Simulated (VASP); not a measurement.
# MgI2 in VASP: notebook, part 2 of 3

VASP 6.6.1.

## 4. Single point, PBEsol (zz strain of +2 %)

INCAR

```
SYSTEM = MgI2
PREC = Accurate
ENCUT = 520
EDIFF = 1E-7
ISMEAR = -1
SIGMA = 0.03
LREAL = .False.
LASPH = .True.
NELM = 100
ALGO = Normal
ISIF = 2
LWAVE = .False.
LCHARG = .False.
GGA = PS
NBANDS = 15
```

KPOINTS

```
regular mesh
0
Gamma
  7 7 4
  0 0 0
```

POSCAR

```
MgI2
1.0
    4.1537001214      0.0000000000      0.0000000000
   -2.0768500607      3.5972098248      0.0000000000
    0.0000000000      0.0000000000      6.9992400000
Mg I
1 2
Direct
    0.0000000000      0.0000000000      0.0000000000
    0.3333333333      0.6666666667      0.7576300000
    0.6666666667      0.3333333333      0.2423700000
```

Potentials or basis: VASP PAW PBE potentials, release 64 (Mg, I).

Launch:

```console
$ cat potpaw_PBE.64/Mg/POTCAR potpaw_PBE.64/I/POTCAR > POTCAR
$ mpirun -np 1 vasp_std > vasp.out
```

OUTCAR:

```text
SYSTEM = MgI2
   PREC = Accurate
   ENCUT = 520
   EDIFF = 1E-7
   ISMEAR = -1
   LREAL = .False.
   LASPH = .True.
   NELM = 100
   ISIF = 2
   GGA = PS

 ion  position               nearest neighbor table
   1  0.000  0.000  0.000-   2 2.94   3 2.94   2 2.94   3 2.94   3 2.94   2 2.94
   2  0.333  0.667  0.758-   1 2.94   1 2.94   1 2.94
   3  0.667  0.333  0.242-   1 2.94   1 2.94   1 2.94

  LATTYP: Found a hexagonal cell.
 ALAT       =     4.1537001214
 C/A-ratio  =     1.6850614622

  Lattice vectors:

 A1 = (   4.1537001214,   0.0000000000,   0.0000000000)
 A2 = (  -2.0768500607,   3.5972098248,   0.0000000000)
 A3 = (   0.0000000000,   0.0000000000,   6.9992400000)

Analysis of symmetry for initial positions (statically):
=====================================================================
 Subroutine PRICEL returns:
 Original cell was already a primitive cell.

 Routine SETGRP: Setting up the symmetry group for a
 hexagonal supercell.

 Subroutine GETGRP returns: Found 12 space group operations
 (whereof 12 operations were pure point group operations)
 out of a pool of 24 trial point group operations.
[... 9 lines left out ...]
 hexagonal supercell.

 Subroutine GETGRP returns: Found 12 space group operations
 (whereof 12 operations were pure point group operations)
 out of a pool of 24 trial point group operations.

The dynamic configuration has the point symmetry D_3d.

 Subroutine INISYM returns: Found 12 space group operations
 (whereof 12 operations are pure point group operations),
 and found     1 'primitive' translations

----------------------------------------------------------------------------------------

                                     Primitive cell

  volume of cell :     104.5808

  direct lattice vectors                    reciprocal lattice vectors
     4.153700121  0.000000000  0.000000000     0.240749205  0.138996618  0.000000000
    -2.076850061  3.597209825  0.000000000     0.000000000  0.277993236  0.000000000
     0.000000000  0.000000000  6.999240000     0.000000000  0.000000000  0.142872655

  length of vectors
     4.153700121  4.153700121  6.999240000     0.277993236  0.277993236  0.142872655

  position of ions in fractional coordinates (direct lattice)
     0.000000000  0.000000000  0.000000000
     0.333333333  0.666666667  0.757630000
     0.666666667  0.333333333  0.242370000

  ion indices of the primitive-cell ions
   primitive index   ion index
                 1           1
                 2           2
                 3           3

----------------------------------------------------------------------------------------

 KPOINTS: regular mesh

Automatic generation of k-mesh.
 Grid dimensions read from file:
 generate k-points for:    7    7    4

 Generating k-lattice:

  Cartesian coordinates                     Fractional coordinates (reciprocal lattice)
     0.034392744  0.019856660  0.000000000     0.142857143 -0.000000000  0.000000000
     0.000000000  0.039713319  0.000000000     0.000000000  0.142857143  0.000000000
     0.000000000  0.000000000  0.035718164     0.000000000  0.000000000  0.250000000

  Length of vectors
     0.039713319  0.039713319  0.035718164

  Shift w.r.t. Gamma in fractional coordinates (k-lattice)
     0.000000000  0.000000000  0.000000000

 Subroutine IBZKPT returns following result:
 ===========================================

 Found     28 irreducible k-points:

 Following reciprocal coordinates:
            Coordinates               Weight
  0.000000  0.000000  0.000000      1.000000
  0.142857 -0.000000  0.000000      6.000000
  0.285714  0.000000  0.000000      6.000000
  0.428571  0.000000  0.000000      6.000000
  0.142857  0.142857  0.000000      6.000000
  0.285714  0.142857  0.000000     12.000000
[... 16 lines left out ...]
  0.285714  0.000000  0.500000      6.000000
  0.428571  0.000000  0.500000      6.000000
 [... further k-points ...]
   k-points           NKPTS =     28   k-points in BZ     NKDIM =     28   number of bands    NBANDS=     15
   number of dos      NEDOS =    301   number of ions     NIONS =      3
   total plane-waves  NPLWV =  55296
   dimension x,y,z NGX =    32 NGY =   32 NGZ =   54
   dimension x,y,z NGXF=    64 NGYF=   64 NGZF=  108
   ions per type =               1   2
   NGX,Y,Z   is equivalent  to a cutoff of  12.81, 12.81, 12.83 a.u.
   NGXF,Y,Z  is equivalent  to a cutoff of  25.62, 25.62, 25.65 a.u.
 SYSTEM =  MgI2
   PREC   = accura    normal or accurate (medium, high low for compatibility)
   ISTART =      0    job   : 0-new  1-cont  2-samecut
   ICHARG =      2    charge: 1-file 2-atom 10-const
   ISPIN  =      1    spin polarized calculation?
   LNONCOLLINEAR =      F non collinear calculations
   LSORBIT =      F    spin-orbit coupling
   LASPH  =      T    aspherical Exc in radial PAW
   ENCUT  =  520.0 eV  38.22 Ry    6.18 a.u.   7.72  7.72 13.01*2*pi/ulx,y,z
   NELM   =    100;   NELMIN=  2; NELMDL= -5     # of ELM steps
   EDIFF  = 0.1E-06   stopping-criterion for ELM
   LREAL  =      F    real-space projection
   EDIFFG = 0.1E-05   stopping-criterion for IOM
   NSW    =      0    number of steps for IOM
   IBRION =     -1    ionic relax: 0-MD 1-quasi-New 2-CG
   NFREE  =      0    steps in history (QN), initial steepest desc. (CG)
   ISIF   =      2    stress and relaxation
   ISYM   =      2    0-nonsym 1-usesym 2-fastsym
   POTIM  = 0.5000    time-step for ionic-motion
   TEBEG  =    0.0;   TEEND  =   0.0 temperature during run
   PSTRESS=    0.0 pullay stress
   NELECT =      16.0000    total number of electrons
   NUPDOWN=      -1.0000    fix difference up-down
   EMIN   =  10.00;   EMAX   =-10.00  energy-range for DOS
   EFERMI =   0.00;   METHOD = LEGACY
   ISMEAR =    -1;   SIGMA  =   0.03  broadening in eV -4-tet -1-fermi 0-gaus
   EFERMI_NEDOS =   21; number of points for ismear=-14 and -15
   IALGO  =     38    algorithm
   IMIX   =      4    mixing-type and parameters
     AMIX     =   0.40;   BMIX     =  1.00
     AMIX_MAG =   1.60;   BMIX_MAG =  1.00
  volume/ion in A,a.u.               =      34.86       235.25
  Fermi-wavevector in a.u.,A,eV,Ry     =   0.875583  1.654613 10.430858  0.766646
  Thomas-Fermi vector in A             =   1.995275
   LORBIT       =      0    0 simple, 1 ext, 2 COOP (PROOUT), +10 PAW based schemes
   GGA     = PS    functional components
   LHFCALC =     F    Hartree Fock is set to
   AEXX    =    0.0000 exact exchange contribution
   IVDW    =     0    specifies the selected vdW correction
   LEPSILON=     F    determine dielectric tensor
   LRPA    =     F    only Hartree local field effects (RPA)
 non-spin polarized calculation
  energy-cutoff  :      520.00
  volume of cell :      104.58
 maximum number of plane-waves:      2834
 NGX is ok and might be reduce to    32
   NGX = 15   NGY = 15   NGZ = 27

 number of electron      16.0000000 magnetization

 Free energy of the ion-electron system (eV)
  ---------------------------------------------------
  ext. energy  EPLUGINS =         0.00000000
  ---------------------------------------------------
  free energy    TOTEN  =        -8.41509835 eV

  energy without entropy =       -8.41509835  energy(sigma->0) =       -8.41509835

 E-fermi :   2.6352     XC(G=0):  -8.2888

 val. band max:        2.0069685168   @ k =   0.0000   0.0000   0.0000
 cond. band min:       5.5116779094   @ k =   0.4286   0.0000   0.2500
 fundamental gap:      3.5047093925
 Fermi energy:         2.6352451446

 k-point     1 :       0.0000    0.0000    0.0000
  band No.  band energies     occupation
      1      -9.9987      2.00000
      2      -9.3480      2.00000
      3      -1.4759      2.00000
      4       1.6559      2.00000
      5       1.6559      2.00000
      6       1.9609      2.00000
      7       2.0070      2.00000
      8       2.0070      2.00000
      9       5.5737      0.00000
     10       6.7440      0.00000
     11       8.7274      0.00000
     12       8.7274      0.00000
     13       9.3361      0.00000
     14      10.1630      0.00000
     15      10.1630      0.00000
[... 397 lines left out ...]
 k-point    24 :       0.4286    0.0000    0.5000
  band No.  band energies     occupation
      1      -9.2928      2.00000
      2      -9.1752      2.00000
      3      -1.5109      2.00000
      4      -1.0341      2.00000
      5       0.8467      2.00000
      6       0.9210      2.00000
      7       1.2092      2.00000
      8       1.4086      2.00000
      9       5.5707      0.00000
     10       7.1139      0.00000
     11       7.7202      0.00000
     12       8.0931      0.00000
     13       9.6394      0.00000
     14      11.6428      0.00000
     15      11.8871      0.00000

 [... further k-points ...]
[... 5 lines left out ...]
  --------------------------------------------------------------------------------------
  -------------------------------------------------------------------------------------
  Total       -0.4641026     -0.4641026     -0.5585351      0.0000000      0.0000000      0.0000000
  in kB       -7.1100522     -7.1100522     -8.5567578      0.0000000      0.0000000      0.0000000
  external PRESSURE =      -7.5922874 kB  Pullay stress =       0.0000000 kB

 VOLUME and BASIS-vectors are now :
 -----------------------------------------------------------------------------
  energy-cutoff  :      520.00
  volume of cell :      104.58
      direct lattice vectors                 reciprocal lattice vectors
     4.153700121  0.000000000  0.000000000     0.240749205  0.138996618  0.000000000
    -2.076850061  3.597209825  0.000000000     0.000000000  0.277993236  0.000000000
     0.000000000  0.000000000  6.999240000     0.000000000  0.000000000  0.142872655

 POSITION                                       TOTAL-FORCE (eV/Angst)
 -----------------------------------------------------------------------------------
      0.00000      0.00000      0.00000        -0.000000      0.000000      0.000000
     -0.00000      2.39814      5.30283        -0.000000      0.000000      0.183378
      2.07685      1.19907      1.69641         0.000000      0.000000     -0.183378
 -----------------------------------------------------------------------------------
    total drift:                               -0.000000      0.000000     -0.000000

  FREE ENERGIE OF THE ION-ELECTRON SYSTEM (eV)
  ---------------------------------------------------
  free  energy   TOTEN  =        -8.4150983521 eV

  energy  without entropy=       -8.4150983521  energy(sigma->0) =       -8.41509835
```

OSZICAR:

```text
N       E                     dE             d eps       ncg     rms          rms(c)
DAV:   1     0.755894871367E+02    0.75589E+02   -0.57846E+03   840   0.837E+02
DAV:   2    -0.249178903011E+01   -0.78081E+02   -0.71952E+02  1188   0.132E+02
DAV:   3    -0.846980434664E+01   -0.59780E+01   -0.59518E+01  1141   0.410E+01
DAV:   4    -0.858044458178E+01   -0.11064E+00   -0.11063E+00  1143   0.678E+00
DAV:   5    -0.858178479606E+01   -0.13402E-02   -0.13402E-02  1157   0.715E-01    0.393E+00
DAV:   6    -0.844878391686E+01    0.13300E+00   -0.10385E-01   966   0.163E+00    0.261E+00
DAV:   7    -0.841745786041E+01    0.31326E-01   -0.10286E-01  1008   0.156E+00    0.652E-01
DAV:   8    -0.841514374508E+01    0.23141E-02   -0.74771E-03   910   0.484E-01    0.277E-01
DAV:   9    -0.841511263295E+01    0.31112E-04   -0.94590E-04  1148   0.179E-01    0.113E-01
DAV:  10    -0.841509675417E+01    0.15879E-04   -0.44215E-05  1022   0.441E-02    0.402E-02
DAV:  11    -0.841509803487E+01   -0.12807E-05   -0.56366E-06  1092   0.134E-02    0.197E-02
DAV:  12    -0.841509825307E+01   -0.21820E-06   -0.61722E-07  1043   0.496E-03    0.882E-03
DAV:  13    -0.841509835209E+01   -0.99016E-07   -0.11964E-07   906   0.187E-03
   1 F= -.84150984E+01 E0= -.84150984E+01  d E =-.310995E-10
```

stdout:

```text
POSCAR found type information on POSCAR MgI
 POSCAR found :  2 types and       3 ions
 scaLAPACK will be used
 -----------------------------------------------------------------------------
|                                                                             |
|                                                                             |
|     You enforced a specific xc type in the INCAR file but a different       |
|     I HOPE YOU KNOW WHAT YOU ARE DOING!                                     |
|                                                                             |
 -----------------------------------------------------------------------------

 LDA part: xc-table for (Slater+PW92), standard interpolation
 POSCAR, INCAR and KPOINTS ok, starting setup
 FFT: planning ... GRIDC
 FFT: planning ... GRID_SOFT
 FFT: planning ... GRID
 WAVECAR not read
 entering main loop
```

Run time: 23 s. Hardware: 1 thread of Intel Xeon 6975P-C (Granite Rapids), shared host; peak memory 0.24 GiB.

Results:

```yaml
Free_energy: -8.4151 eV
Pressure: -0.8 GPa
Largest_force: 0.183 eV/Å
Band_gap_on_the_k_mesh: 3.50 eV, indirect (least direct gap 3.57 eV)
```

Forces on the atoms (eV/Å):
```
Mg   0.000  0.000  0.000
I    0.000  0.000  0.183
I    0.000  0.000 -0.183
```

Stress tensor (GPa, compression positive):
```
-0.71  0.00  0.00
 0.00 -0.71  0.00
 0.00  0.00 -0.86
```

Levels at points of the mesh, in eV from the valence-band top:
```csv
k point,band 5,band 6,band 7,band 8,band 9,band 10,band 11,band 12
"(0.00, 0.00, 0.00)",-0.35,-0.05,0.00,0.00,3.57,4.74,6.72,6.72
"(0.00, 0.00, 0.50)",-0.26,-0.26,-0.09,-0.09,4.57,4.79,6.56,6.56
```

Caveat: the cell differs from its parent crystal (zz strain of +2 %); the PAW data sets were made with another functional, which shifts forces and pressure a little; spin-orbit coupling is left out, which moves the levels of the heavy elements; this functional lacks dispersion, which binds the layers, so the pressure and a relaxed spacing across them are unreliable.

## 5. Single point, PBEsol (volume scaled by 1.06)

INCAR

```
ALGO     = Normal         # electronic algorithm
EDIFF    = 1E-7           # SCF threshold, eV
ENCUT    = 520            # plane-wave cutoff, eV
GGA      = PS             # functional
ISIF     = 2              # what is computed and relaxed
ISMEAR   = -1             # smearing method
LASPH    = T              # aspherical terms in the spheres
LCHARG   = F              # write CHGCAR
LREAL    = F              # projectors in reciprocal space
LWAVE    = F              # write WAVECAR
NBANDS   = 15             # bands
NELM     = 100            # most SCF steps
PREC     = Accurate       # precision mode
SIGMA    = 0.03           # smearing width, eV
```

KPOINTS

```
k-points
0
Gamma
  7 7 4
```

POSCAR

```
MgI2
1.0
    4.2351659043      0.0000000000      0.0000000000
   -2.1175829521      3.6677612623      0.0000000000
    0.0000000000      0.0000000000      6.9965831875
Mg I
1 2
Direct
    0.0000000000      0.0000000000      0.0000000000
    0.3333333333      0.6666666667      0.7576300000
    0.6666666667      0.3333333333      0.2423700000
```

Launch:

```console
$ cat potpaw_PBE.64/Mg/POTCAR potpaw_PBE.64/I/POTCAR > POTCAR
$ mpirun -np 1 vasp_std > vasp.out
```

Run time: 21 s. Hardware: 1 thread of Intel Xeon 6975P-C (Granite Rapids), shared host; peak memory 0.24 GiB.

It converged, with:

- Free energy: -8.3813 eV
- Pressure: -1.7 GPa
- Largest force: 0.298 eV/Å
- Band gap on the k mesh: 3.35 eV, direct

Forces on the atoms (eV/Å):
```
Mg   0.000  0.000  0.000
I    0.000  0.000  0.298
I    0.000  0.000 -0.298
```

Stress tensor (GPa, compression positive):
```
-1.89  0.00  0.00
 0.00 -1.89  0.00
 0.00  0.00 -1.44
```

Levels at points of the mesh, in eV from the valence-band top:
```tsv
k point	band 6	band 7	band 8	band 9	band 10	band 11
(0.00, 0.00, 0.00)	-0.09	-0.09	0.00	3.35	4.61	6.56
(0.00, 0.00, 0.50)	-0.34	-0.18	-0.18	4.31	4.66	6.40
```

Caveat: the PAW data sets were made with another functional, which shifts forces and pressure a little; spin-orbit coupling is left out, which moves the levels of the heavy elements; this functional lacks dispersion, which binds the layers, so the pressure and a relaxed spacing across them are unreliable. A k mesh can miss the band edges.

(Part 2 of 3 ends here.)
